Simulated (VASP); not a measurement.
# Ca3Sn2N (P6/mmm) in VASP: a series of runs

Runs on Ca3Sn2N. Level: PBE. Tasks: single point, relaxation of cell and atoms.

All numbers are computed with VASP 6.6.1; they aren't measurements. Logs are shortened: lines on timing, memory, paths and dates and some standing lists are left out, and cuts for length are marked.

### 1 The cell of the first run

It takes space group P6/mmm (No. 191, hexagonal). The conventional cell has a = 6.847 Å, b = 6.847 Å, c = 4.891 Å, α = 90.00°, β = 90.00°, γ = 120.00°. Within 4.1 Å of Ca (site symmetry mmm) lie 4 Sn at 3.14 Å and 4 Ca at 3.42 Å. Sn (site symmetry -6m2) has 6 Ca at 3.14 Å and 3 Sn at 3.95 Å and 3 N at 3.95 Å within 4.1 Å. N (site symmetry 6/mmm) has 6 Sn at 3.95 Å and 12 Ca at 4.21 Å and 2 N at 4.89 Å within 5.2 Å.

### 2 Single point, PBE

INCAR

```
SYSTEM = Ca3Sn2N
PREC     = Accurate       ! precision mode
ENCUT    = 520            ! plane-wave cutoff, eV
EDIFF    = 1E-7           ! SCF threshold, eV
ISMEAR   = 0              ! smearing method
SIGMA    = 0.1            ! smearing width, eV
LREAL    = .FALSE.        ! projectors in reciprocal space
LASPH    = .TRUE.         ! aspherical terms in the spheres
NELM     = 60             ! most SCF steps
ALGO     = Normal         ! electronic algorithm
ISIF     = 2              ! what is computed and relaxed
LWAVE    = .FALSE.        ! write WAVECAR
LCHARG   = .FALSE.        ! write CHGCAR
GGA      = PE             ! functional
NBANDS   = 40             ! bands
```

KPOINTS

```
Automatic mesh
0
G
  3 3 6
  0 0 0
```

POSCAR

```
Ca3Sn2N
1.0
    6.8471283904      0.0000000030      0.0000000000
   -3.4235641978      5.9297871276      0.0000000000
    0.0000000000      0.0000000000      4.8912298792
Ca Sn N
3 2 1
Direct
    0.5000000000      0.0000000000      0.5000000000
    0.5000000000      0.5000000000      0.5000000000
    0.0000000000      0.5000000000      0.5000000000
    0.3333333333      0.6666666667      0.0000000000
    0.6666666667      0.3333333333      0.0000000000
    0.0000000000      0.0000000000      0.0000000000
```

Potentials or basis: VASP PAW PBE potentials, release 64 (Ca_sv, Sn_d, N).

Command:

```sh
cat potpaw_PBE.64/Ca_sv/POTCAR potpaw_PBE.64/Sn_d/POTCAR potpaw_PBE.64/N/POTCAR > POTCAR
mpirun -np 1 vasp_std > vasp.out
```

OUTCAR:

```text
SYSTEM = Ca3Sn2N
   PREC = Accurate
   ENCUT = 520
   EDIFF = 1E-7
   ISMEAR = 0
   LREAL = .FALSE.
   LASPH = .TRUE.
   NELM = 60
   ISIF = 2
   GGA = PE

 ion  position               nearest neighbor table
   1  0.500  0.000  0.500-   4 3.14   5 3.14   4 3.14   5 3.14
   2  0.500  0.500  0.500-   4 3.14   5 3.14   4 3.14   5 3.14
   3  0.000  0.500  0.500-   4 3.14   5 3.14   4 3.14   5 3.14
   4  0.333  0.667  0.000-   3 3.14   3 3.14   1 3.14   1 3.14   2 3.14   2 3.14
   5  0.667  0.333  0.000-   3 3.14   3 3.14   1 3.14   1 3.14   2 3.14   2 3.14
   6  0.000  0.000  0.000-

  LATTYP: Found a hexagonal cell.
 ALAT       =     6.8471283904
 C/A-ratio  =     0.7143476214

  Lattice vectors:

 A1 = (   6.8471283904,   0.0000000030,   0.0000000000)
 A2 = (  -3.4235641978,   5.9297871276,   0.0000000000)
 A3 = (   0.0000000000,   0.0000000000,   4.8912298792)

Analysis of symmetry for initial positions (statically):
=====================================================================
 Subroutine PRICEL returns:
 Original cell was already a primitive cell.

 Routine SETGRP: Setting up the symmetry group for a
 hexagonal supercell.

 Subroutine GETGRP returns: Found 24 space group operations
 (whereof 24 operations were pure point group operations)
 out of a pool of 24 trial point group operations.

The static configuration has the point symmetry D_6h.

Analysis of symmetry for dynamics (positions and initial velocities):
=====================================================================
 Subroutine PRICEL returns:
 Original cell was already a primitive cell.

 Routine SETGRP: Setting up the symmetry group for a
 hexagonal supercell.

 Subroutine GETGRP returns: Found 24 space group operations
 (whereof 24 operations were pure point group operations)
 out of a pool of 24 trial point group operations.

The dynamic configuration has the point symmetry D_6h.

 Subroutine INISYM returns: Found 24 space group operations
 (whereof 24 operations are pure point group operations),
 and found     1 'primitive' translations

----------------------------------------------------------------------------------------

                                     Primitive cell

  volume of cell :     198.5938

  direct lattice vectors                    reciprocal lattice vectors
     6.847128390  0.000000003  0.000000000     0.146046626  0.084320059  0.000000000
[... 82 lines left out ...]
   LREAL  =      F    real-space projection
   EDIFFG = 0.1E-05   stopping-criterion for IOM
   NSW    =      0    number of steps for IOM
   IBRION =     -1    ionic relax: 0-MD 1-quasi-New 2-CG
   NFREE  =      0    steps in history (QN), initial steepest desc. (CG)
   ISIF   =      2    stress and relaxation
   ISYM   =      2    0-nonsym 1-usesym 2-fastsym
   POTIM  = 0.5000    time-step for ionic-motion
   TEBEG  =    0.0;   TEEND  =   0.0 temperature during run
   PSTRESS=    0.0 pullay stress
   NELECT =      63.0000    total number of electrons
   NUPDOWN=      -1.0000    fix difference up-down
   EMIN   =  10.00;   EMAX   =-10.00  energy-range for DOS
   EFERMI =   0.00;   METHOD = LEGACY
   ISMEAR =     0;   SIGMA  =   0.10  broadening in eV -4-tet -1-fermi 0-gaus
   EFERMI_NEDOS =   21; number of points for ismear=-14 and -15
   IALGO  =     38    algorithm
   IMIX   =      4    mixing-type and parameters
     AMIX     =   0.40;   BMIX     =  1.00
     AMIX_MAG =   1.60;   BMIX_MAG =  1.00
  volume/ion in A,a.u.               =      33.10       223.36
  Fermi-wavevector in a.u.,A,eV,Ry     =   1.116520  2.109917 16.961249  1.246617
  Thomas-Fermi vector in A             =   2.253135
   LORBIT       =      0    0 simple, 1 ext, 2 COOP (PROOUT), +10 PAW based schemes
   GGA     = PE    functional components
   LHFCALC =     F    Hartree Fock is set to
   AEXX    =    0.0000 exact exchange contribution
   IVDW    =     0    specifies the selected vdW correction
   LEPSILON=     F    determine dielectric tensor
   LRPA    =     F    only Hartree local field effects (RPA)
 non-spin polarized calculation
 Gauss-broadening in eV      SIGMA  =   0.10
  energy-cutoff  :      520.00
  volume of cell :      198.59
 maximum number of plane-waves:      5394
 NGX is ok and might be reduce to    54
   NGX = 25   NGY = 25   NGZ = 19

 number of electron      63.0000001 magnetization

 Free energy of the ion-electron system (eV)
  ---------------------------------------------------
  ext. energy  EPLUGINS =         0.00000000
  ---------------------------------------------------
  free energy    TOTEN  =       -17.09324171 eV

  energy without entropy =      -17.03504603  energy(sigma->0) =      -17.06414387

 E-fermi :   2.7425     XC(G=0):  -8.2539

 val. band max:        2.7380443382   @ k =   0.3333   0.0000   0.0000
 cond. band min:       2.7599912659   @ k =   0.3333   0.0000   0.5000
 fundamental gap:      0.0219469277
 Fermi energy:         2.7425130423

 k-point     1 :       0.0000    0.0000    0.0000
  band No.  band energies     occupation
      1     -38.9278      2.00000
      2     -38.8890      2.00000
      3     -38.8890      2.00000
      4     -20.1758      2.00000
      5     -20.1065      2.00000
      6     -20.1065      2.00000
[... 505 lines left out ...]
     39       5.3431      0.00000
     40       5.3639      0.00000

------------------------ aborting loop because EDIFF is reached ----------------------------------------

  FORCE on cell =-STRESS in cart. coord.  units (eV):
  Direction    XX          YY          ZZ          XY          YZ          ZX
  --------------------------------------------------------------------------------------
  -------------------------------------------------------------------------------------
  Total        0.2739908      0.2739908      0.2727113     -0.0000000      0.0000000      0.0000000
  in kB        2.2104508      2.2104508      2.2001286     -0.0000000      0.0000000      0.0000000
  external PRESSURE =       2.2070101 kB  Pullay stress =       0.0000000 kB

 VOLUME and BASIS-vectors are now :
 -----------------------------------------------------------------------------
  energy-cutoff  :      520.00
  volume of cell :      198.59
      direct lattice vectors                 reciprocal lattice vectors
     6.847128390  0.000000003  0.000000000     0.146046626  0.084320059  0.000000000
    -3.423564198  5.929787128  0.000000000    -0.000000000  0.168640118  0.000000000
     0.000000000  0.000000000  4.891229879     0.000000000  0.000000000  0.204447557

 POSITION                                       TOTAL-FORCE (eV/Angst)
 -----------------------------------------------------------------------------------
      3.42356      0.00000      2.44561         0.000000     -0.000000     -0.000000
      1.71178      2.96489      2.44561         0.000000     -0.000000     -0.000000
     -1.71178      2.96489      2.44561         0.000000     -0.000000     -0.000000
     -0.00000      3.95319      0.00000         0.000000      0.000000     -0.000000
      3.42356      1.97660      0.00000        -0.000000     -0.000000      0.000000
      0.00000      0.00000      0.00000         0.000000     -0.000000     -0.000000
 -----------------------------------------------------------------------------------
    total drift:                                0.000000      0.000000     -0.000000

  FREE ENERGIE OF THE ION-ELECTRON SYSTEM (eV)
  ---------------------------------------------------
  free  energy   TOTEN  =       -17.0932417149 eV

  energy  without entropy=      -17.0350460322  energy(sigma->0) =      -17.06414387
```

OSZICAR:

```text
N       E                     dE             d eps       ncg     rms          rms(c)
DAV:   1     0.690426195575E+03    0.69043E+03   -0.30113E+04   968   0.175E+03
DAV:   2     0.628218910889E+02   -0.62760E+03   -0.61277E+03   968   0.520E+02
DAV:   3    -0.115363424521E+02   -0.74358E+02   -0.71018E+02  1416   0.164E+02
[... 15 lines left out ...]
DAV:  19    -0.170932415357E+02    0.40314E-04   -0.57227E-05  1168   0.159E-02    0.474E-03
DAV:  20    -0.170932418110E+02   -0.27529E-06   -0.30310E-06  1048   0.505E-03    0.231E-03
DAV:  21    -0.170932428691E+02   -0.10582E-05   -0.22918E-06  1080   0.284E-03    0.121E-02
DAV:  22    -0.170932417033E+02    0.11658E-05   -0.12176E-06   976   0.225E-03    0.733E-04
DAV:  23    -0.170932417149E+02   -0.11544E-07   -0.71729E-08   792   0.845E-04
   1 F= -.17093242E+02 E0= -.17064144E+02  d E =-.581957E-01
```

stdout:

```text
POSCAR found type information on POSCAR CaSnN
 POSCAR found :  3 types and       6 ions
 scaLAPACK will be used
 LDA part: xc-table for (Slater+PW92), standard interpolation
 POSCAR, INCAR and KPOINTS ok, starting setup
 FFT: planning ... GRIDC
 FFT: planning ... GRID_SOFT
 FFT: planning ... GRID
 WAVECAR not read
 entering main loop
```

Run time: 2.1 min. Hardware: 1 thread of Intel Xeon Platinum 8559C (Emerald Rapids), shared host; peak memory 0.35 GiB.

Results:

```yaml
Free_energy: -17.0932 eV
Pressure: 0.2 GPa
```

Levels at points of the mesh, in eV from the Fermi level:
```csv
k point,band 28,band 29,band 30,band 31,band 32,band 33,band 34,band 35,band 36,band 37
"(0.00, 0.00, 0.00)",-1.51,-0.94,-0.94,-0.64,-0.33,0.26,0.70,1.44,1.44,1.48
"(0.00, 0.00, 0.50)",-1.06,-1.06,-0.94,-0.94,-0.66,0.85,0.85,0.87,0.87,1.74
```

Caveat: spin-orbit coupling is left out, which moves the levels of the heavy elements.

### 3 Relaxation of cell and atoms, PBE

This run uses another cell than the first one, of 22.30 Å³/atom, 0.674 times its volume.

INCAR

```
PREC     = Accurate       # precision mode
ENCUT    = 600            # plane-wave cutoff, eV
EDIFF    = 1E-7           # SCF threshold, eV
ISMEAR   = 0              # smearing method
SIGMA    = 0.1            # smearing width, eV
LREAL    = F              # projectors in reciprocal space
LASPH    = T              # aspherical terms in the spheres
NELM     = 80             # most SCF steps
ALGO     = Normal         # electronic algorithm
ISIF     = 3              # what is computed and relaxed
LWAVE    = F              # write WAVECAR
LCHARG   = F              # write CHGCAR
GGA      = PE             # functional
IBRION   = 2              # ionic algorithm
NSW      = 90             # ionic steps
EDIFFG   = -0.04          # ionic threshold
```

KPOINTS

```
Automatic mesh
0
Gamma
  3 3 6
```

POSCAR

```
Ca3Sn2N
1.0
    6.5535083300      0.0000000000      0.0000000000
   -3.2767541700      5.6755047000      0.0000000000
    0.0000000000      0.0000000000      3.5975593200
Ca Sn N
3 2 1
Direct
    0.5000000000      0.0000000000      0.5000000000
    0.5000000000      0.5000000000      0.5000000000
    0.0000000000      0.5000000000      0.5000000000
    0.3333333300      0.6666666700      0.0000000000
    0.6666666700      0.3333333300      0.0000000000
    0.0000000000      0.0000000000      0.0000000000
```

Potentials or basis: VASP PAW PBE potentials, release 64 (Ca_sv, Sn_d, N).

Command:

```sh
cat potpaw_PBE.64/Ca_sv/POTCAR potpaw_PBE.64/Sn_d/POTCAR potpaw_PBE.64/N/POTCAR > POTCAR
mpirun -np 1 vasp_std > vasp.out
```

It took 16 min on 1 thread of Intel Xeon Platinum 8559C (Emerald Rapids), shared host; peak memory 0.33 GiB.

Results (log left out):

- Free energy: -17.0200 eV
- Relaxed volume: 33.51 Å³/atom
- Relaxed cell: a = 6.926 Å, b = 6.926 Å, c = 4.840 Å, α = 90.00°, β = 90.00°, γ = 120.00°
- Space group after relaxing (to 0.05 Å): P6/mmm (No. 191)
- Energy gained by relaxing: 1204.2 meV/atom
- Ionic steps: 13
- Pressure after relaxing: 0.0 GPa

Step by step:
| step | energy change (eV) | largest force (eV/Å) | pressure (GPa) | volume (Å³) |
| --- | --- | --- | --- | --- |
| 1 | 0.0000 | 0.0000 | 35.28 | 133.81 |
| 2 | -6.7089 | 0.0000 | -3.06 | 251.89 |
| 3 | -7.0445 | 0.0000 | 0.41 | 215.61 |
| 4 | -7.0544 | 0.0000 | -0.37 | 221.61 |
| 5 | -7.0547 | 0.0000 | -0.12 | 219.57 |
| 6 | -7.0879 | 0.0000 | -0.19 | 217.91 |
| 7 | -7.1796 | 0.0000 | -0.40 | 212.64 |
| 8 | -7.1772 | 0.0000 | -0.90 | 200.97 |
| 9 | -7.2120 | 0.0000 | -0.74 | 206.41 |
| 10 | -7.2110 | 0.0000 | -0.63 | 208.42 |
| 11 | -7.2126 | 0.0000 | -0.67 | 207.62 |
| 12 | -7.2200 | 0.0000 | 0.48 | 196.98 |
| 13 | -7.2251 | 0.0000 | 0.01 | 201.06 |

Final structure:
```
CELL_PARAMETERS angstrom
6.92595 0.00000 0.00000
-3.46298 5.99805 0.00000
0.00000 0.00000 4.83981
ATOMIC_POSITIONS crystal
Ca 0.50000 0.00000 0.50000
Ca 0.50000 0.50000 0.50000
Ca 0.00000 0.50000 0.50000
Sn 0.33333 0.66667 0.00000
Sn 0.66667 0.33333 0.00000
N 0.00000 0.00000 0.00000
```

Levels at points of the mesh, in eV from the Fermi level:
```tsv
k point	band 27	band 28	band 29	band 30	band 31	band 32	band 33	band 34	band 35	band 36
(0.00, 0.00, 0.00)	-2.01	-1.41	-0.91	-0.91	-0.50	-0.17	0.30	0.80	1.41	1.41
(0.00, 0.00, 0.50)	-1.13	-1.02	-1.02	-0.89	-0.89	-0.62	0.81	0.81	0.95	0.95
```

Caveat: the k points lie up to 0.35 Å⁻¹ apart in the final cell; the volume moved by over 15 % at a fixed basis, so the end points are rough; spin-orbit coupling is left out, which moves the levels of the heavy elements.
